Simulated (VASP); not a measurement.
# Al2Cu (Pmm2) in VASP: further runs, part 2 of 2

VASP 6.6.1. The steps go on from the part before.

## (4) Single point, PBE

This run uses another cell than the first one, of 16.77 Å³/atom, 1.027 times its volume.

Contents of INCAR:

```
SYSTEM = Al2Cu
PREC     = Accurate       ! precision mode
ENCUT    = 520            ! plane-wave cutoff, eV
EDIFF    = 1E-6           ! SCF threshold, eV
ISMEAR   = 0              ! smearing method
SIGMA    = 0.15           ! smearing width, eV
LREAL    = .False.        ! projectors in reciprocal space
LASPH    = .True.         ! aspherical terms in the spheres
NELM     = 100            ! most SCF steps
ALGO     = Fast           ! electronic algorithm
ISIF     = 2              ! what is computed and relaxed
LWAVE    = .False.        ! write WAVECAR
LCHARG   = .False.        ! write CHGCAR
GGA      = PE             ! functional
NBANDS   = 16             ! bands
```

Contents of KPOINTS:

```
Automatic mesh
0
Gamma
  10 10 14
  0 0 0
```

Contents of POSCAR:

```
Al2Cu
1.0
    4.1759740897      0.0000000000      0.0000000000
    0.0000000000      4.1759740897      0.0000000000
    0.0000000000      0.0000000000      2.8847334069
Al Cu
2 1
Direct
    0.5000000000      0.0058614588      0.5000000000
    0.0000000000      0.4741577779      0.5000000000
    0.0000000000      0.0084838028      0.0000000000
```

Command:

```bash
$ cat potpaw_PBE.64/Al/POTCAR potpaw_PBE.64/Cu/POTCAR > POTCAR
$ mpirun -np 1 vasp_std > vasp.out
```

It took 84 s on 1 thread of Intel Xeon 6975P-C (Granite Rapids), shared host; peak memory 0.33 GiB.

The run converged. Its results:

```yaml
Free_energy: -11.2132 eV
Pressure: -1.5 GPa
Largest_force: 1.131 eV/Å
```

Forces on the atoms (eV/Å):
```
Al   0.000 -0.243  0.000
Al   0.000  1.131  0.000
Cu   0.000 -0.889  0.000
```

Stress tensor (GPa, compression positive):
```
-2.28  0.00  0.00
 0.00 -1.32  0.00
 0.00  0.00 -0.95
```

Levels at points of the mesh, in eV from the Fermi level:
| k point | band 6 | band 7 | band 8 | band 9 | band 10 | band 11 | band 12 | band 13 |
| --- | --- | --- | --- | --- | --- | --- | --- | --- |
| (0.00, 0.00, 0.00) | -3.92 | -2.39 | -2.34 | -0.35 | 0.84 | 5.82 | 5.84 | 6.23 |
| (0.50, 0.00, 0.00) | -3.95 | -3.93 | -1.06 | 1.40 | 1.61 | 1.67 | 7.58 | 8.10 |
| (0.00, 0.50, 0.00) | -3.96 | -3.91 | -1.16 | 1.50 | 1.52 | 1.72 | 7.53 | 8.16 |
| (0.50, 0.50, 0.00) | -4.12 | -3.96 | -3.94 | -2.36 | 8.38 | 8.41 | 9.24 | 9.35 |
| (0.00, 0.00, 0.50) | -3.96 | -2.90 | 2.24 | 2.47 | 2.48 | 2.75 | 2.85 | 3.18 |
| (0.50, 0.00, 0.50) | -4.02 | -2.94 | -2.37 | -1.64 | 3.62 | 3.98 | 4.07 | 4.94 |
| (0.00, 0.50, 0.50) | -4.04 | -2.93 | -2.31 | -1.63 | 3.51 | 3.90 | 4.38 | 4.70 |
| (0.50, 0.50, 0.50) | -3.29 | -2.23 | -2.22 | -0.76 | -0.69 | -0.12 | -0.10 | 2.50 |

Caveat: forces of over 1 eV/Å act on the atoms, so gaps and moduli don't describe the material at rest.

## (5) Single point, PBE

This run uses another cell than the first one, of 17.22 Å³/atom, 1.054 times its volume.

Contents of INCAR:

```
PREC = Accurate
ENCUT = 520
EDIFF = 1E-6
ISMEAR = 0
SIGMA = 0.15
LREAL = F
LASPH = T
NELM = 100
ALGO = Fast
ISIF = 2
LWAVE = F
LCHARG = T
GGA = PE
LELF = T
LVHAR = T
NBANDS = 16
```

Contents of KPOINTS:

```
regular mesh
0
Gamma
  10 10 14
```

Contents of POSCAR:

```
Al2Cu
1.0
    4.2311976689      0.0000000000      0.0000000000
    0.0000000000      4.2311976689      0.0000000000
    0.0000000000      0.0000000000      2.8847334069
Al Cu
2 1
Direct
    0.5000000000      0.0078152784      0.5000000000
    0.0000000000      0.4655437038      0.5000000000
    0.0000000000      0.0113117371      0.0000000000
```

Potentials or basis: VASP PAW PBE potentials, release 64 (Al, Cu).

Command:

```bash
$ cat potpaw_PBE.64/Al/POTCAR potpaw_PBE.64/Cu/POTCAR > POTCAR
$ mpirun -np 1 vasp_std > vasp.out
```

OUTCAR:

```text
PREC = Accurate
   ENCUT = 520
   EDIFF = 1E-6
   ISMEAR = 0
   LREAL = F
   LASPH = T
   NELM = 100
   ISIF = 2
   GGA = PE

 ion  position               nearest neighbor table
   1  0.500  0.008  0.500-   3 2.56   3 2.56   3 2.56   3 2.56   2 2.87   2 2.87   2 3.12   2 3.12

   2  0.000  0.466  0.500-   3 2.40   3 2.40   3 2.72   3 2.72   1 2.87   1 2.87   1 3.12   1 3.12

   3  0.000  0.011  0.000-   2 2.40   2 2.40   1 2.56   1 2.56   1 2.56   1 2.56   2 2.72   2 2.72

  LATTYP: Found a simple tetragonal cell.
 ALAT       =     4.2311976689
 C/A-ratio  =     0.6817770363

  Lattice vectors:

 A1 = (   4.2311976689,   0.0000000000,   0.0000000000)
 A2 = (   0.0000000000,   4.2311976689,   0.0000000000)
 A3 = (   0.0000000000,   0.0000000000,   2.8847334069)

Analysis of symmetry for initial positions (statically):
=====================================================================
 Subroutine PRICEL returns:
 Original cell was already a primitive cell.

 Routine SETGRP: Setting up the symmetry group for a
 simple tetragonal supercell.

 Subroutine GETGRP returns: Found  4 space group operations
[... 163 lines left out ...]
  ---------------------------------------------------
  free energy    TOTEN  =       -11.13562190 eV

  energy without entropy =      -11.12474859  energy(sigma->0) =      -11.13018524

 E-fermi :   6.5745     XC(G=0): -10.1396

 val. band max:        6.5711096457   @ k =   0.3000   0.0000   0.2857
 cond. band min:       6.5756585747   @ k =  -0.4000   0.5000   0.5000
 fundamental gap:      0.0045489290
 Fermi energy:         6.5744558055

 k-point     1 :       0.0000    0.0000    0.0000
  band No.  band energies     occupation
      1      -3.6132      2.00000
      2       1.2929      2.00000
      3       1.8600      2.00000
      4       2.4735      2.00000
      5       2.6959      2.00000
      6       2.7275      2.00000
[... 433 lines left out ...]
      3       1.6221      2.00000
      4       2.1612      2.00000
      5       2.4498      2.00000
      6       2.6912      2.00000
[... 8 lines left out ...]
     15      16.4835      0.00000
     16      17.8113      0.00000

 [... further k-points ...]
[... 5 lines left out ...]
  --------------------------------------------------------------------------------------
  -------------------------------------------------------------------------------------
  Total       -1.1261438     -0.5675362     -0.4226407      0.0000000      0.0000000      0.0000000
  in kB      -34.9359147    -17.6064527    -13.1114151      0.0000000      0.0000000      0.0000000
  external PRESSURE =     -21.8845942 kB  Pullay stress =       0.0000000 kB

 VOLUME and BASIS-vectors are now :
 -----------------------------------------------------------------------------
  energy-cutoff  :      520.00
  volume of cell :       51.65
      direct lattice vectors                 reciprocal lattice vectors
     4.231197669  0.000000000  0.000000000     0.236339703  0.000000000  0.000000000
     0.000000000  4.231197669  0.000000000     0.000000000  0.236339703  0.000000000
     0.000000000  0.000000000  2.884733407     0.000000000  0.000000000  0.346652484

 POSITION                                       TOTAL-FORCE (eV/Angst)
 -----------------------------------------------------------------------------------
      2.11560      0.03307      1.44237         0.000000     -0.285414      0.000000
      0.00000      1.96981      1.44237         0.000000      1.395122      0.000000
      0.00000      0.04786      0.00000         0.000000     -1.109708      0.000000
 -----------------------------------------------------------------------------------
    total drift:                                0.000000      0.002940     -0.000014

  FREE ENERGIE OF THE ION-ELECTRON SYSTEM (eV)
  ---------------------------------------------------
  free  energy   TOTEN  =       -11.1356218953 eV

  energy  without entropy=      -11.1247485919  energy(sigma->0) =      -11.13018524
```

OSZICAR:

```text
N       E                     dE             d eps       ncg     rms          rms(c)
DAV:   1     0.617753719241E+02    0.61775E+02   -0.68353E+03  9248   0.109E+03
DAV:   2    -0.104677851288E+02   -0.72243E+02   -0.64048E+02  9720   0.197E+02
DAV:   3    -0.130924569734E+02   -0.26247E+01   -0.25528E+01 12584   0.427E+01
DAV:   4    -0.131515368505E+02   -0.59080E-01   -0.59060E-01 11152   0.546E+00
[... 10 lines left out ...]
RMM:  15    -0.111356396149E+02   -0.85373E-06   -0.14424E-05 11895   0.262E-02    0.444E-02
RMM:  16    -0.111356278036E+02    0.11811E-04   -0.63324E-05 14259   0.716E-02    0.120E-02
RMM:  17    -0.111356254397E+02    0.23639E-05   -0.95769E-06 10587   0.410E-02    0.182E-02
RMM:  18    -0.111356225086E+02    0.29312E-05   -0.29950E-06  9721   0.190E-02    0.166E-02
RMM:  19    -0.111356218953E+02    0.61328E-06   -0.15324E-06  7464   0.855E-03
   1 F= -.11135622E+02 E0= -.11130185E+02  d E =-.108733E-01
```

It took 2 min on 1 thread of Intel Xeon 6975P-C (Granite Rapids), shared host; peak memory 0.33 GiB.

What came out:

```
Free energy   : -11.1356 eV
Pressure      : -2.2 GPa
Largest force : 1.395 eV/Å
```

Forces in eV/Å, atoms in the order of the input:
```
Al   0.000 -0.285  0.000
Al   0.000  1.395  0.000
Cu   0.000 -1.110  0.000
```

Levels at points of the mesh, in eV from the Fermi level:
```tsv
k point	band 5	band 6	band 7	band 8	band 9	band 10	band 11	band 12	band 13	band 14
(0.00, 0.00, 0.00)	-3.88	-3.85	-2.41	-2.32	-0.54	0.78	5.57	5.60	6.38	6.76
(0.50, 0.00, 0.00)	-4.17	-3.87	-3.87	-1.07	1.29	1.38	1.62	7.68	7.87	8.78
(0.00, 0.50, 0.00)	-4.17	-3.90	-3.84	-1.25	1.32	1.46	1.61	7.60	7.95	8.85
(0.50, 0.50, 0.00)	-4.20	-4.08	-3.90	-3.87	-2.32	8.23	8.27	8.81	9.14	9.33
(0.00, 0.00, 0.50)	-4.56	-3.91	-2.84	2.06	2.43	2.44	2.72	2.87	3.08	3.18
(0.50, 0.00, 0.50)	-3.98	-3.96	-2.87	-2.32	-1.60	3.58	3.87	3.94	4.90	5.49
(0.00, 0.50, 0.50)	-4.05	-3.98	-2.86	-2.21	-1.58	3.41	3.81	4.38	4.49	5.45
(0.50, 0.50, 0.50)	-3.80	-3.17	-2.21	-2.20	-0.69	-0.60	-0.16	-0.11	2.54	10.81
```

Caveat: forces of over 1 eV/Å act on the atoms, so gaps and moduli don't describe the material at rest.

## (6) Overview

| cell | gap on the mesh (eV) | pressure (GPa) | largest force (eV/Å) |
| --- | --- | --- | --- |
| a = 4.121, b = 4.121, c = 2.885 Å, 3 atoms | none | 1.6 | 1.69 |
| a = 4.176, b = 4.176, c = 2.885 Å, 3 atoms | none | -1.5 | 1.13 |
| a = 4.231, b = 4.231, c = 2.885 Å, 3 atoms | none | -2.2 | 1.40 |

Some of these runs hold the atoms at other places in the same cell, which the table doesn't show; runs alike in all that it shows share one row.

Alike in all rows: task single point; level PBE; potentials or basis VASP PAW PBE potentials, release 64 (Al, Cu); no spin polarisation; k mesh 10 × 10 × 14; cutoff (eV) 520; smearing gaussian 0.15 eV.

Caveats: forces of over 1 eV/Å act on the atoms, so gaps and moduli don't describe the material at rest.

Absolute energies hang on the potentials; compare differences alone.
